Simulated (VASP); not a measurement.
The system is Fe.

```
CELL_PARAMETERS angstrom
-1.43300 1.43300 1.43300
1.43300 -1.43300 1.43300
1.43300 1.43300 -1.43300
ATOMIC_POSITIONS crystal
Fe 0.00000 0.00000 0.00000
```

Base run:

| Item | Value |
| --- | --- |
| Program | VASP 6.6.1 |
| Functional | LDA |
| Potentials or basis | VASP PAW LDA potentials, release 64 (Fe) |
| Cutoff | 520 eV |
| k mesh | 12 × 12 × 12 |
| Occupations | fermi-dirac, width 0.1 eV |
| Spin | no spin polarisation |

Its results: band gap on the k mesh zero (band 4 reaches 6.23 eV, above the bottom of band 5 at 4.40 eV); pressure -37.7 GPa.

Task: The run is repeated on the same cell with these changes: functional from LDA to PBE; potentials or basis from VASP PAW LDA potentials, release 64 (Fe) to VASP PAW PBE potentials, release 64 (Fe). What comes out?

Result: Band gap on the k mesh zero (band 4 reaches 6.39 eV, above the bottom of band 5 at 4.58 eV); pressure -22.7 GPa.

Caveats: the run has no spin polarisation, though such a crystal can be magnetic.
